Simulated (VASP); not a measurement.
Write the native input for VASP 6.6.1 that does the following.

| Property | Result |
| --- | --- |
| Task | single point |
| Functional | LDA |
| Potentials or basis | VASP PAW LDA potentials, release 64 (Ti_sv, B) |
| Cutoff | 520 eV |
| k mesh | 11 × 11 × 9 |
| Occupations | fermi-dirac, width 0.1 eV |
| Spin | no spin polarisation |
| Dipole correction | no |
| Further INCAR settings | ALGO = Normal; EDIFF = 1e-06; NBANDS = 16 |

The structure of TiB2 (AlB2 type) lies in POSCAR:

```
TiB2
1.0
    2.5929954203      0.0000000000      0.0000000000
   -1.2964977101      2.2455999059      0.0000000000
    0.0000000000      0.0000000000      2.6117705724
Ti B
1 2
Direct
    0.0000000000      0.0000000000      0.0000000000
    0.3333333333      0.6666666667      0.5000000000
    0.6666666667      0.3333333333      0.5000000000
```

The input as run:

INCAR

```
PREC = Accurate
ENCUT = 520
EDIFF = 1E-6
ISMEAR = -1
SIGMA = 0.1
LREAL = False
LASPH = True
NELM = 80
ALGO = Normal
ISIF = 2
LWAVE = False
LCHARG = False
NBANDS = 16
```

KPOINTS

```
regular mesh
0
Gamma
  11 11 9
```

Potentials or basis: VASP PAW LDA potentials, release 64 (Ti_sv, B).

Launch:

```sh
$ cat potpaw_LDA.64/Ti_sv/POTCAR potpaw_LDA.64/B/POTCAR > POTCAR
$ mpirun -np 1 vasp_std > vasp.out
```

Results of the run:

```
Pressure               : 330.2 GPa
Band gap on the k mesh : zero (band 9 reaches 17.86 eV, above the bottom of band 10 at 15.89 eV)
```

Wall time 16 s on 1 thread of Intel(R) Xeon(R) Platinum 8488C (Sapphire Rapids), on a shared host, peak memory 0.13 GiB.
